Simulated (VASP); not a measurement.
# CoSi (P2_13) in VASP: relaxation of the atoms with PBEsol

Aim: the relaxation of the atoms of CoSi with PBEsol.

Everything below comes from runs of VASP 6.6.1. Logs are shortened: lines on timing, memory, paths and dates and some standing lists are left out, and cuts for length are marked.

## 1. The cell of the first run

Symmetry: P2_13, No. 198, cubic system. The conventional cell has a = 4.527 Å, b = 4.527 Å, c = 4.527 Å, α = 90.00°, β = 90.00°, γ = 90.00°. Within 3.1 Å of Co (site symmetry 3) lie 7 Si at 2.36 to 2.50 Å and 6 Co at 2.78 Å. Within 3.1 Å of Si (site symmetry 3) lie 7 Co at 2.36 to 2.50 Å and 6 Si at 2.80 Å.

## 2. Relaxation of the atoms, PBEsol (11.60 Å³/atom)

The input, INCAR:

```
ALGO     = Fast           # electronic algorithm
EDIFF    = 1E-7           # SCF threshold, eV
EDIFFG   = -0.01          # ionic threshold
ENCUT    = 520            # plane-wave cutoff, eV
GGA      = PS             # functional
IBRION   = 2              # ionic algorithm
ISIF     = 2              # what is computed and relaxed
ISMEAR   = 0              # smearing method
LASPH    = True           # aspherical terms in the spheres
LCHARG   = False          # write CHGCAR
LREAL    = False          # projectors in reciprocal space
LWAVE    = False          # write WAVECAR
NELM     = 80             # most SCF steps
NSW      = 50             # ionic steps
PREC     = Accurate       # precision mode
SIGMA    = 0.1            # smearing width, eV
```

The input, KPOINTS:

```
k-points
0
Gamma
  8 8 8
```

The input, POSCAR:

```
CoSi
1.0
    4.5274004754      0.0000000000      0.0000000000
    0.0000000000      4.5274004754      0.0000000000
    0.0000000000      0.0000000000      4.5274004754
Co Si
4 4
Direct
    0.1429957551      0.1429957551      0.1429957551
    0.3570042449      0.8570042449      0.6429957551
    0.6429957551      0.3570042449      0.8570042449
    0.8570042449      0.6429957551      0.3570042449
    0.8424401126      0.8424401126      0.8424401126
    0.6575598874      0.1575598874      0.3424401126
    0.3424401126      0.6575598874      0.1575598874
    0.1575598874      0.3424401126      0.6575598874
```

Potentials or basis: VASP PAW PBE potentials, release 64 (Co, Si).

On the command line:

```
$ cat potpaw_PBE.64/Co/POTCAR potpaw_PBE.64/Si/POTCAR > POTCAR
$ mpirun -np 1 vasp_std > vasp.out
```

OUTCAR:

```text
EDIFF = 1E-7
   EDIFFG = -0.01
   ENCUT = 520
   GGA = PS
   IBRION = 2
   ISIF = 2
   ISMEAR = 0
   LASPH = True
   LREAL = False
   NELM = 80
   NSW = 50
   PREC = Accurate

 ion  position               nearest neighbor table
   1  0.143  0.143  0.143-   5 2.36   6 2.38   7 2.38   8 2.38   7 2.50   8 2.50   6 2.50   3 2.78
                             4 2.78   2 2.78   2 2.78   4 2.78   3 2.78
   2  0.357  0.857  0.643-   6 2.36   5 2.38   7 2.38   8 2.38   7 2.50   8 2.50   5 2.50   1 2.78
                             1 2.78   3 2.78   3 2.78   4 2.78   4 2.78
   3  0.643  0.357  0.857-   7 2.36   6 2.38   5 2.38   8 2.38   8 2.50   6 2.50   5 2.50   1 2.78
                             4 2.78   2 2.78   2 2.78   4 2.78   1 2.78
   4  0.857  0.643  0.357-   8 2.36   6 2.38   7 2.38   5 2.38   6 2.50   5 2.50   7 2.50   1 2.78
                             3 2.78   2 2.78   1 2.78   2 2.78   3 2.78
   5  0.842  0.842  0.842-   1 2.36   2 2.38   3 2.38   4 2.38   3 2.50   4 2.50   2 2.50   6 2.80
                             7 2.80   8 2.80   6 2.80   8 2.80   7 2.80
   6  0.658  0.158  0.342-   2 2.36   1 2.38   3 2.38   4 2.38   3 2.50   4 2.50   1 2.50   8 2.80
                             5 2.80   5 2.80   7 2.80   7 2.80   8 2.80
   7  0.342  0.658  0.158-   3 2.36   2 2.38   1 2.38   4 2.38   4 2.50   2 2.50   1 2.50   8 2.80
                             5 2.80   8 2.80   6 2.80   6 2.80   5 2.80
   8  0.158  0.342  0.658-   4 2.36   2 2.38   3 2.38   1 2.38   2 2.50   1 2.50   3 2.50   7 2.80
                             5 2.80   7 2.80   5 2.80   6 2.80   6 2.80

  LATTYP: Found a simple cubic cell.
 ALAT       =     4.5274004754

  Lattice vectors:

 A1 = (   4.5274004754,   0.0000000000,   0.0000000000)
 A2 = (   0.0000000000,   4.5274004754,   0.0000000000)
 A3 = (   0.0000000000,   0.0000000000,   4.5274004754)

Analysis of symmetry for initial positions (statically):
=====================================================================
 Subroutine PRICEL returns:
 Original cell was already a primitive cell.

 Routine SETGRP: Setting up the symmetry group for a
 simple cubic supercell.

 Subroutine GETGRP returns: Found 12 space group operations
 (whereof  3 operations were pure point group operations)
 out of a pool of 48 trial point group operations.

The static configuration has the point symmetry C_3 .
 The point group associated with its full space group is T   .

Analysis of symmetry for dynamics (positions and initial velocities):
=====================================================================
 Subroutine PRICEL returns:
 Original cell was already a primitive cell.

 Routine SETGRP: Setting up the symmetry group for a
 simple cubic supercell.

 Subroutine GETGRP returns: Found 12 space group operations
 (whereof  3 operations were pure point group operations)
 out of a pool of 48 trial point group operations.

The dynamic configuration has the point symmetry C_3 .
 The point group associated with its full space group is T   .

 Subroutine INISYM returns: Found 12 space group operations
 (whereof  3 operations are pure point group operations),
 and found     1 'primitive' translations

----------------------------------------------------------------------------------------

                                     Primitive cell

  volume of cell :      92.7997

  direct lattice vectors                    reciprocal lattice vectors
     4.527400475  0.000000000  0.000000000     0.220877302  0.000000000  0.000000000
     0.000000000  4.527400475  0.000000000     0.000000000  0.220877302  0.000000000
     0.000000000  0.000000000  4.527400475     0.000000000  0.000000000  0.220877302

  length of vectors
     4.527400475  4.527400475  4.527400475     0.220877302  0.220877302  0.220877302

  position of ions in fractional coordinates (direct lattice)
     0.142995755  0.142995755  0.142995755
     0.357004245  0.857004245  0.642995755
     0.642995755  0.357004245  0.857004245
     0.857004245  0.642995755  0.357004245
     0.842440113  0.842440113  0.842440113
     0.657559887  0.157559887  0.342440113
     0.342440113  0.657559887  0.157559887
     0.157559887  0.342440113  0.657559887

  ion indices of the primitive-cell ions
   primitive index   ion index
                 1           1
                 2           2
                 3           3
                 4           4
                 5           5
                 6           6
                 7           7
                 8           8

----------------------------------------------------------------------------------------

 KPOINTS: k-points

Automatic generation of k-mesh.
 Grid dimensions read from file:
 generate k-points for:    8    8    8

 Generating k-lattice:

  Cartesian coordinates                     Fractional coordinates (reciprocal lattice)
     0.027609663  0.000000000  0.000000000     0.125000000  0.000000000  0.000000000
     0.000000000  0.027609663  0.000000000     0.000000000  0.125000000  0.000000000
     0.000000000  0.000000000  0.027609663     0.000000000  0.000000000  0.125000000

  Length of vectors
     0.027609663  0.027609663  0.027609663

  Shift w.r.t. Gamma in fractional coordinates (k-lattice)
     0.000000000  0.000000000  0.000000000

 Subroutine IBZKPT returns following result:
 ===========================================

 Found     45 irreducible k-points:

 Following reciprocal coordinates:
            Coordinates               Weight
  0.000000  0.000000  0.000000      1.000000
  0.125000  0.000000  0.000000      6.000000
  0.250000  0.000000  0.000000      6.000000
  0.375000  0.000000  0.000000      6.000000
  0.500000  0.000000  0.000000      3.000000
  0.125000  0.125000  0.000000     12.000000
[... 16 lines left out ...]
  0.250000  0.125000  0.125000     24.000000
  0.375000  0.125000  0.125000     24.000000
 [... further k-points ...]
   k-points           NKPTS =     45   k-points in BZ     NKDIM =     45   number of bands    NBANDS=     31
   number of dos      NEDOS =    301   number of ions     NIONS =      8
   total plane-waves  NPLWV =  46656
   dimension x,y,z NGX =    36 NGY =   36 NGZ =   36
   dimension x,y,z NGXF=    72 NGYF=   72 NGZF=   72
   ions per type =               4   4
   NGX,Y,Z   is equivalent  to a cutoff of  13.22, 13.22, 13.22 a.u.
   NGXF,Y,Z  is equivalent  to a cutoff of  26.44, 26.44, 26.44 a.u.
 SYSTEM =  unknown system
   PREC   = accura    normal or accurate (medium, high low for compatibility)
   ISTART =      0    job   : 0-new  1-cont  2-samecut
   ICHARG =      2    charge: 1-file 2-atom 10-const
   ISPIN  =      1    spin polarized calculation?
   LNONCOLLINEAR =      F non collinear calculations
   LSORBIT =      F    spin-orbit coupling
   LASPH  =      T    aspherical Exc in radial PAW
   ENCUT  =  520.0 eV  38.22 Ry    6.18 a.u.   8.42  8.42  8.42*2*pi/ulx,y,z
   NELM   =     80;   NELMIN=  2; NELMDL= -5     # of ELM steps
   EDIFF  = 0.1E-06   stopping-criterion for ELM
   LREAL  =      F    real-space projection
   EDIFFG = -.1E-01   stopping-criterion for IOM
   NSW    =     50    number of steps for IOM
   IBRION =      2    ionic relax: 0-MD 1-quasi-New 2-CG
   NFREE  =      1    steps in history (QN), initial steepest desc. (CG)
   ISIF   =      2    stress and relaxation
   ISYM   =      2    0-nonsym 1-usesym 2-fastsym
   POTIM  = 0.5000    time-step for ionic-motion
   TEBEG  =    0.0;   TEEND  =   0.0 temperature during run
   PSTRESS=    0.0 pullay stress
   NELECT =      52.0000    total number of electrons
   NUPDOWN=      -1.0000    fix difference up-down
   EMIN   =  10.00;   EMAX   =-10.00  energy-range for DOS
   EFERMI =   0.00;   METHOD = LEGACY
   ISMEAR =     0;   SIGMA  =   0.10  broadening in eV -4-tet -1-fermi 0-gaus
   EFERMI_NEDOS =   21; number of points for ismear=-14 and -15
   IALGO  =     68    algorithm
   IMIX   =      4    mixing-type and parameters
     AMIX     =   0.40;   BMIX     =  1.00
     AMIX_MAG =   1.60;   BMIX_MAG =  1.00
  volume/ion in A,a.u.               =      11.60        78.28
  Fermi-wavevector in a.u.,A,eV,Ry     =   1.349668  2.550503 24.784433  1.821604
  Thomas-Fermi vector in A             =   2.477236
   LORBIT       =      0    0 simple, 1 ext, 2 COOP (PROOUT), +10 PAW based schemes
   GGA     = PS    functional components
   LHFCALC =     F    Hartree Fock is set to
   AEXX    =    0.0000 exact exchange contribution
   IVDW    =     0    specifies the selected vdW correction
   LEPSILON=     F    determine dielectric tensor
   LRPA    =     F    only Hartree local field effects (RPA)
 conjugate gradient relaxation of ions
 non-spin polarized calculation
 RMM-DIIS sequential band-by-band and
 Gauss-broadening in eV      SIGMA  =   0.10
  energy-cutoff  :      520.00
  volume of cell :       92.80
 maximum number of plane-waves:      2522
 NGX is ok and might be reduce to    36
   NGX = 17   NGY = 17   NGZ = 17

--------------------------------------- Ionic step        1  -------------------------------------------

 number of electron      52.0000007 magnetization

 Free energy of the ion-electron system (eV)
  ---------------------------------------------------
  ext. energy  EPLUGINS =         0.00000000
  ---------------------------------------------------
  free energy    TOTEN  =       -59.30420256 eV

  energy without entropy =      -59.29610775  energy(sigma->0) =      -59.30015515

------------------------ aborting loop because EDIFF is reached ----------------------------------------

  FORCE on cell =-STRESS in cart. coord.  units (eV):
  Direction    XX          YY          ZZ          XY          YZ          ZX
  --------------------------------------------------------------------------------------
  -------------------------------------------------------------------------------------
  Total      -10.6787440    -10.6787440    -10.6787440      0.0000000      0.0000000      0.0000000
  in kB     -184.3673531   -184.3673531   -184.3673531      0.0000000      0.0000000      0.0000000
  external PRESSURE =    -184.3673531 kB  Pullay stress =       0.0000000 kB
[... 153 lines left out ...]
  energy  without entropy=      -59.2994800749  energy(sigma->0) =      -59.30363170

--------------------------------------- Ionic step        5  -------------------------------------------

 number of electron      51.9999978 magnetization

 Free energy of the ion-electron system (eV)
  ---------------------------------------------------
  ext. energy  EPLUGINS =         0.00000000
  ---------------------------------------------------
  free energy    TOTEN  =       -59.30783907 eV

  energy without entropy =      -59.29953422  energy(sigma->0) =      -59.30368665

 E-fermi :  11.0552     XC(G=0): -12.6470

 val. band max:       11.0272046987   @ k =   0.1250   0.1250   0.1250
 cond. band min:      11.1517076314   @ k =   0.5000   0.3750   0.3750
 fundamental gap:      0.1245029327
 Fermi energy:        11.0551511894

 k-point     1 :       0.0000    0.0000    0.0000
  band No.  band energies     occupation
      1      -2.0985      2.00000
      2       3.1745      2.00000
      3       3.1745      2.00000
      4       3.1745      2.00000
      5       5.8432      2.00000
      6       5.8432      2.00000
[... 805 lines left out ...]
     30      12.8530      0.00000
     31      13.6372      0.00000

 [... further k-points ...]
[... 5 lines left out ...]
  --------------------------------------------------------------------------------------
  -------------------------------------------------------------------------------------
  Total      -10.4360918    -10.4360918    -10.4360918      0.0000000     -0.0000000      0.0000000
  in kB     -180.1779901   -180.1779901   -180.1779901      0.0000000     -0.0000000      0.0000000
  external PRESSURE =    -180.1779901 kB  Pullay stress =       0.0000000 kB
[... 23 lines left out ...]
  FREE ENERGIE OF THE ION-ELECTRON SYSTEM (eV)
  ---------------------------------------------------
  free  energy   TOTEN  =       -59.3078390733 eV

  energy  without entropy=      -59.2995342201  energy(sigma->0) =      -59.30368665

 reached required accuracy - stopping structural energy minimisation
```

Wall time 8.3 min (1 thread of Oxide Virtual Turin-like, shared host); peak memory 0.24 GiB.

Results:

| Property | Result |
| --- | --- |
| Free energy | -59.3078 eV |
| Energy gained by relaxing | 0.5 meV/atom |
| Ionic steps | 5 |
| Pressure after relaxing | -18.0 GPa |
| Band gap on the k mesh | zero (bands 26 and 27 overlap by 0.19 eV) |

The path:
```
step  energy change (eV)  largest force (eV/Å)  pressure (GPa)
   1              0.0000                0.0780          -18.44
   2             -0.0015                0.0631          -18.33
   3             -0.0032                0.0342          -18.07
   4             -0.0036                0.0111          -18.04
   5             -0.0036                0.0018          -18.02
```

Final structure:
```cif
data_structure
_symmetry_space_group_name_H-M 'P 1'
_symmetry_Int_Tables_number 1
_cell_length_a 4.5274
_cell_length_b 4.5274
_cell_length_c 4.5274
_cell_angle_alpha 90.000
_cell_angle_beta 90.000
_cell_angle_gamma 90.000
_cell_volume 92.80
loop_
_atom_site_label
_atom_site_type_symbol
_atom_site_fract_x
_atom_site_fract_y
_atom_site_fract_z
_atom_site_occupancy
Co1 Co 0.14065 0.14065 0.14065 1
Co2 Co 0.35935 0.85935 0.64065 1
Co3 Co 0.64065 0.35935 0.85935 1
Co4 Co 0.85935 0.64065 0.35935 1
Si1 Si 0.84158 0.84158 0.84158 1
Si2 Si 0.65842 0.15842 0.34158 1
Si3 Si 0.34158 0.65842 0.15842 1
Si4 Si 0.15842 0.34158 0.65842 1
```

Levels at points of the mesh, in eV from the Fermi level:
```
           k point  band 24  band 25  band 26  band 27  band 28  band 29
(0.00, 0.00, 0.00)    -0.73    -0.03    -0.03    -0.03     2.22     2.22
(0.50, 0.00, 0.00)    -0.63    -0.45    -0.45     0.91     0.91     1.27
(0.50, 0.50, 0.00)    -0.94    -0.04    -0.04     0.49     0.49     1.76
(0.50, 0.50, 0.50)    -1.13    -0.22    -0.22    -0.22    -0.22     4.95
```

Caveat: the PAW data sets were made with another functional, which shifts forces and pressure a little; the run has no spin polarisation, though such a crystal can be magnetic. Spin polarisation is off, so any magnetic state and its effect on volume and gap are missing.
